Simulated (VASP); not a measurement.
# Cd (Im-3m) in VASP: density of states with PBE

Aim: the density of states of Cd with PBE.

Program: VASP 6.6.1. These are calculated values, not measurements. Logs are shortened: lines on timing, memory, paths and dates and some standing lists are left out, and cuts for length are marked.

## Step 1: The cell of the first run

The structure is cubic, space group Im-3m (No. 229). Conventional cell: a = 3.600 Å, b = 3.600 Å, c = 3.600 Å, α = 90.00°, β = 90.00°, γ = 90.00°. Cd (site symmetry m-3m) has 14 Cd at 3.12 to 3.60 Å within 4.1 Å.

## Step 2: Density of states, PBE

The input, POSCAR:

```
Cd
1.0
   -1.7999914989      1.7999914989      1.7999914989
    1.7999914989     -1.7999914989      1.7999914989
    1.7999914989      1.7999914989     -1.7999914989
Cd
1
Direct
    0.0000000000      0.0000000000      0.0000000000
```

The input, INCAR.step1:

```
SYSTEM = Cd
ALGO     = Normal         ! electronic algorithm
EDIFF    = 1E-7           ! SCF threshold, eV
ENCUT    = 520            ! plane-wave cutoff, eV
GGA      = PE             ! functional
ISIF     = 2              ! what is computed and relaxed
ISMEAR   = 0              ! smearing method
LASPH    = .True.         ! aspherical terms in the spheres
LCHARG   = .True.         ! write CHGCAR
LREAL    = .False.        ! projectors in reciprocal space
LWAVE    = .False.        ! write WAVECAR
NBANDS   = 12             ! bands
NELM     = 80             ! most SCF steps
PREC     = Accurate       ! precision mode
SIGMA    = 0.1            ! smearing width, eV
```

The input, KPOINTS.step1:

```
k-points
0
Gamma
  16 16 16
  0 0 0
```

The input, INCAR.step2:

```
SYSTEM = Cd
ALGO     = Normal         ! electronic algorithm
EDIFF    = 1E-7           ! SCF threshold, eV
ENCUT    = 520            ! plane-wave cutoff, eV
GGA      = PE             ! functional
ICHARG   = 11             ! starting density
ISIF     = 2              ! what is computed and relaxed
ISMEAR   = -5             ! smearing method
LASPH    = .True.         ! aspherical terms in the spheres
LCHARG   = .False.        ! write CHGCAR
LORBIT   = 11             ! projections on sites
LREAL    = .False.        ! projectors in reciprocal space
LWAVE    = .False.        ! write WAVECAR
NEDOS    = 2001           ! points of the DOS
NELM     = 80             ! most SCF steps
PREC     = Accurate       ! precision mode
SIGMA    = 0.1            ! smearing width, eV
```

The input, KPOINTS.step2:

```
k-points
0
Gamma
  24 24 24
  0 0 0
```

Potentials or basis: VASP PAW PBE potentials, release 64 (Cd).

Started as:

```
> cat potpaw_PBE.64/Cd/POTCAR > POTCAR
> cp INCAR.step1 INCAR
> cp KPOINTS.step1 KPOINTS
> mpirun -np 1 vasp_std > vasp.out
> cp INCAR.step2 INCAR
> cp KPOINTS.step2 KPOINTS
> mpirun -np 1 vasp_std > vasp.out
```

OUTCAR:

```text
SYSTEM = Cd
   EDIFF = 1E-7
   ENCUT = 520
   GGA = PE
   ICHARG = 11
   ISIF = 2
   ISMEAR = -5
   LASPH = .True.
   LORBIT = 11
   LREAL = .False.
   NELM = 80
   PREC = Accurate

 ion  position               nearest neighbor table
   1  0.000  0.000  0.000-

  LATTYP: Found a body centered cubic cell.
 ALAT       =     3.5999829978

  Lattice vectors:

 A1 = (  -1.7999914989,   1.7999914989,   1.7999914989)
 A2 = (   1.7999914989,  -1.7999914989,   1.7999914989)
 A3 = (   1.7999914989,   1.7999914989,  -1.7999914989)

Analysis of symmetry for initial positions (statically):
=====================================================================
 Subroutine PRICEL returns:
 Original cell was already a primitive cell.

 Routine SETGRP: Setting up the symmetry group for a
 body centered cubic supercell.

 Subroutine GETGRP returns: Found 48 space group operations
 (whereof 48 operations were pure point group operations)
 out of a pool of 48 trial point group operations.

The static configuration has the point symmetry O_h .

Analysis of symmetry for dynamics (positions and initial velocities):
=====================================================================
 Subroutine PRICEL returns:
 Original cell was already a primitive cell.

 Routine SETGRP: Setting up the symmetry group for a
 body centered cubic supercell.

 Subroutine GETGRP returns: Found 48 space group operations
 (whereof 48 operations were pure point group operations)
 out of a pool of 48 trial point group operations.

The dynamic configuration has the point symmetry O_h .

 Subroutine INISYM returns: Found 48 space group operations
 (whereof 48 operations are pure point group operations),
 and found     1 'primitive' translations

----------------------------------------------------------------------------------------

                                     Primitive cell

  volume of cell :      23.3277

  direct lattice vectors                    reciprocal lattice vectors
    -1.799991499  1.799991499  1.799991499     0.000000000  0.277779090  0.277779090
     1.799991499 -1.799991499  1.799991499     0.277779090  0.000000000  0.277779090
     1.799991499  1.799991499 -1.799991499     0.277779090  0.277779090  0.000000000

  length of vectors
     3.117676729  3.117676729  3.117676729     0.392838956  0.392838956  0.392838956

  position of ions in fractional coordinates (direct lattice)
     0.000000000  0.000000000  0.000000000

  ion indices of the primitive-cell ions
   primitive index   ion index
                 1           1

----------------------------------------------------------------------------------------

 KPOINTS: k-points

Automatic generation of k-mesh.
 Grid dimensions read from file:
 generate k-points for:   24   24   24

 Generating k-lattice:

  Cartesian coordinates                     Fractional coordinates (reciprocal lattice)
     0.000000000  0.011574129  0.011574129     0.041666667  0.000000000  0.000000000
     0.011574129  0.000000000  0.011574129     0.000000000  0.041666667  0.000000000
     0.011574129  0.011574129  0.000000000     0.000000000  0.000000000  0.041666667

  Length of vectors
     0.016368290  0.016368290  0.016368290

  Shift w.r.t. Gamma in fractional coordinates (k-lattice)
     0.000000000  0.000000000  0.000000000

 TETIRR: Found  16469 inequivalent tetrahedra from    82944

 Subroutine IBZKPT returns following result:
 ===========================================

 Found    413 irreducible k-points:

 Following reciprocal coordinates:
            Coordinates               Weight
  0.000000  0.000000  0.000000      1.000000
  0.041667  0.000000  0.000000     12.000000
  0.083333  0.000000  0.000000     12.000000
  0.125000  0.000000  0.000000     12.000000
  0.166667  0.000000  0.000000     12.000000
  0.208333  0.000000  0.000000     12.000000
[... 16 lines left out ...]
  0.416667  0.041667  0.000000     48.000000
  0.458333  0.041667  0.000000     48.000000
 [... further k-points ...]
   k-points           NKPTS =    413   k-points in BZ     NKDIM =    413   number of bands    NBANDS=     10
   number of dos      NEDOS =   2001   number of ions     NIONS =      1
   total plane-waves  NPLWV =  13824
   dimension x,y,z NGX =    24 NGY =   24 NGZ =   24
   dimension x,y,z NGXF=    48 NGYF=   48 NGZF=   48
   ions per type =               1
   NGX,Y,Z   is equivalent  to a cutoff of  12.80, 12.80, 12.80 a.u.
   NGXF,Y,Z  is equivalent  to a cutoff of  25.60, 25.60, 25.60 a.u.
 SYSTEM =  Cd
   PREC   = accura    normal or accurate (medium, high low for compatibility)
   ISTART =      0    job   : 0-new  1-cont  2-samecut
   ICHARG =     11    charge: 1-file 2-atom 10-const
   ISPIN  =      1    spin polarized calculation?
   LNONCOLLINEAR =      F non collinear calculations
   LSORBIT =      F    spin-orbit coupling
   LASPH  =      T    aspherical Exc in radial PAW
   ENCUT  =  520.0 eV  38.22 Ry    6.18 a.u.   5.80  5.80  5.80*2*pi/ulx,y,z
   NELM   =     80;   NELMIN=  2; NELMDL=  0     # of ELM steps
   EDIFF  = 0.1E-06   stopping-criterion for ELM
   LREAL  =      F    real-space projection
   EDIFFG = 0.1E-05   stopping-criterion for IOM
   NSW    =      0    number of steps for IOM
   IBRION =     -1    ionic relax: 0-MD 1-quasi-New 2-CG
   NFREE  =      0    steps in history (QN), initial steepest desc. (CG)
   ISIF   =      2    stress and relaxation
   ISYM   =      2    0-nonsym 1-usesym 2-fastsym
   POTIM  = 0.5000    time-step for ionic-motion
   TEBEG  =    0.0;   TEEND  =   0.0 temperature during run
   PSTRESS=    0.0 pullay stress
   NELECT =      12.0000    total number of electrons
   NUPDOWN=      -1.0000    fix difference up-down
   EMIN   =  10.00;   EMAX   =-10.00  energy-range for DOS
   EFERMI =   0.00;   METHOD = LEGACY
   ISMEAR =    -5;   SIGMA  =   0.10  broadening in eV -4-tet -1-fermi 0-gaus
   EFERMI_NEDOS =   21; number of points for ismear=-14 and -15
   IALGO  =     38    algorithm
   IMIX   =      4    mixing-type and parameters
     AMIX     =   0.40;   BMIX     =  1.00
     AMIX_MAG =   1.60;   BMIX_MAG =  1.00
  volume/ion in A,a.u.               =      23.33       157.42
  Fermi-wavevector in a.u.,A,eV,Ry     =   1.311731  2.478812 23.410706  1.720638
  Thomas-Fermi vector in A             =   2.442172
   LORBIT       =     11    0 simple, 1 ext, 2 COOP (PROOUT), +10 PAW based schemes
   GGA     = PE    functional components
   LHFCALC =     F    Hartree Fock is set to
   AEXX    =    0.0000 exact exchange contribution
   IVDW    =     0    specifies the selected vdW correction
   LEPSILON=     F    determine dielectric tensor
   LRPA    =     F    only Hartree local field effects (RPA)
 non-spin polarized calculation
 Fermi weights with tetrahedron method with Bloechl corrections
  energy-cutoff  :      520.00
  volume of cell :       23.33
 maximum number of plane-waves:       664

 number of electron      12.0000007 magnetization

 Free energy of the ion-electron system (eV)
  ---------------------------------------------------
  ext. energy  EPLUGINS =         0.00000000
  ---------------------------------------------------
  free energy    TOTEN  =        -0.69003726 eV

  energy without entropy =       -0.69003726  energy(sigma->0) =       -0.69003726

 E-fermi :   2.4362     XC(G=0): -10.6401

 val. band max:        2.5945872245   @ k =  -0.4583  -0.4583   0.2083
 cond. band min:       2.2302894435   @ k =  -0.4583  -0.4583   0.1667
 fundamental gap:     -0.3642977810
 Fermi energy:         2.4361969518

 k-point     1 :       0.0000    0.0000    0.0000
  band No.  band energies     occupation
      1      -6.6643      2.00000
      2      -6.6643      2.00000
      3      -6.6643      2.00000
      4      -6.0984      2.00000
      5      -6.0984      2.00000
      6      -5.9272      2.00000
      7      17.6573      0.00000
      8      17.6574      0.00000
      9      17.6696      0.00000
     10      17.9222      0.00000

 k-point     2 :       0.0417    0.0000    0.0000
  band No.  band energies     occupation
      1      -6.6693      2.00000
      2      -6.6622      2.00000
      3      -6.6497      2.00000
      4      -6.1039      2.00000
      5      -6.0982      2.00000
      6      -5.8821      2.00000
      7      17.0111      0.00000
      8      17.4657      0.00000
      9      17.5896      0.00000
     10      17.7088      0.00000

 k-point     3 :       0.0833    0.0000    0.0000
  band No.  band energies     occupation
      1      -6.6838      2.00000
      2      -6.6590      2.00000
      3      -6.6064      2.00000
      4      -6.1202      2.00000
      5      -6.0976      2.00000
      6      -5.7429      2.00000
      7      15.5397      0.00000
      8      16.8042      0.00000
      9      16.9340      0.00000
     10      17.3987      0.00000

 k-point     4 :       0.1250    0.0000    0.0000
  band No.  band energies     occupation
      1      -6.7068      2.00000
      2      -6.6623      2.00000
      3      -6.5368      2.00000
      4      -6.1433      2.00000
      5      -6.0967      2.00000
      6      -5.5049      2.00000
      7      13.9123      0.00000
      8      16.0434      0.00000
      9      16.1071      0.00000
     10      17.0942      0.00000

 k-point     5 :       0.1667    0.0000    0.0000
  band No.  band energies     occupation
      1      -6.7365      2.00000
      2      -6.6789      2.00000
      3      -6.4444      2.00000
      4      -6.1653      2.00000
      5      -6.0952      2.00000
      6      -5.1668      2.00000
      7      12.2682      0.00000
      8      15.2715      0.00000
      9      15.3017      0.00000
     10      16.8123      0.00000

 k-point     6 :       0.2083    0.0000    0.0000
  band No.  band energies     occupation
      1      -6.7710      2.00000
      2      -6.7126      2.00000
      3      -6.3345      2.00000
      4      -6.1794      2.00000
      5      -6.0932      2.00000
      6      -4.7293      2.00000
      7      10.6503      0.00000
      8      14.4697      0.00000
      9      14.6160      0.00000
     10      16.5394      0.00000
[... 183 lines left out ...]
 k-point    21 :       0.3333    0.0417   -0.0000
  band No.  band energies     occupation
      1      -6.9040      2.00000
      2      -6.8867      2.00000
      3      -6.1607      2.00000
      4      -6.0866      2.00000
      5      -5.9258      2.00000
      6      -2.4043      2.00000
      7       5.4389      0.00000
      8      11.8929      0.00000
      9      12.6657      0.00000
     10      16.0600      0.00000

 k-point    22 :       0.3750    0.0417   -0.0000
  band No.  band energies     occupation
      1      -6.9525      2.00000
      2      -6.9132      2.00000
      3      -6.1466      2.00000
      4      -6.0845      2.00000
      5      -5.8325      2.00000
      6      -1.5499      2.00000
      7       4.0970     -0.00279
      8      11.5266      0.00000
      9      12.3636      0.00000
     10      15.9513      0.00000

 k-point    23 :       0.4167    0.0417    0.0000
  band No.  band energies     occupation
      1      -6.9883      2.00000
      2      -6.9313      2.00000
      3      -6.1352      2.00000
      4      -6.0835      2.00000
      5      -5.7652      2.00000
      6      -0.6190      2.00000
      7       2.8403      0.14450
      8      11.2742      0.00000
      9      12.1615      0.00000
     10      15.8788      0.00000

 k-point    24 :       0.4583    0.0417    0.0000
  band No.  band energies     occupation
      1      -7.0071      2.00000
      2      -6.9406      2.00000
      3      -6.1288      2.00000
      4      -6.0832      2.00000
      5      -5.7299      2.00000
      6       0.3298      2.00000
      7       1.7285      2.06146
      8      11.1455      0.00000
      9      12.0602      0.00000
     10      15.8425      0.00000

 [... further k-points ...]

------------------------ aborting loop because EDIFF is reached ----------------------------------------

  FORCE on cell =-STRESS in cart. coord.  units (eV):
  Direction    XX          YY          ZZ          XY          YZ          ZX
  --------------------------------------------------------------------------------------
  -------------------------------------------------------------------------------------
  Total        0.1146886      0.1146886      0.1146886     -0.0000000     -0.0000000      0.0000000
  in kB        7.8769738      7.8769738      7.8769738     -0.0000000     -0.0000000      0.0000000
  external PRESSURE =       7.8769738 kB  Pullay stress =       0.0000000 kB

 VOLUME and BASIS-vectors are now :
 -----------------------------------------------------------------------------
  energy-cutoff  :      520.00
  volume of cell :       23.33
      direct lattice vectors                 reciprocal lattice vectors
    -1.799991499  1.799991499  1.799991499     0.000000000  0.277779090  0.277779090
     1.799991499 -1.799991499  1.799991499     0.277779090  0.000000000  0.277779090
     1.799991499  1.799991499 -1.799991499     0.277779090  0.277779090  0.000000000

 POSITION                                       TOTAL-FORCE (eV/Angst)
 -----------------------------------------------------------------------------------
      0.00000      0.00000      0.00000         0.000000      0.000000      0.000000
 -----------------------------------------------------------------------------------
    total drift:                               -0.000000      0.000000     -0.000000

  FREE ENERGIE OF THE ION-ELECTRON SYSTEM (eV)
  ---------------------------------------------------
  free  energy   TOTEN  =        -0.6900372645 eV

  energy  without entropy=       -0.6900372645  energy(sigma->0) =       -0.69003726

 total charge

# of ion       s       p       d       tot
------------------------------------------
    1        0.553   0.239   9.495  10.287
```

It took 29 s on 1 thread of Intel Xeon 6975P-C (Granite Rapids), shared host; peak memory 0.24 GiB.

Results:

- Valence electrons inside the program's atomic spheres: Cd 10.29

Levels at points of the mesh, in eV from the Fermi level:
```
           k point  band 3  band 4  band 5  band 6  band 7  band 8  band 9  band 10
(0.00, 0.00, 0.00)   -9.10   -8.53   -8.53   -8.36   15.22   15.22   15.23    15.49
(0.50, 0.00, 0.00)   -8.56   -8.51   -8.15   -1.89   -1.02    9.00    9.79    13.19
(0.50, 0.50, 0.50)   -8.24   -8.24   -8.24    3.38    3.38    3.38    5.23     7.78
```

Caveat: tetrahedron occupations give inexact forces and stress in metals.
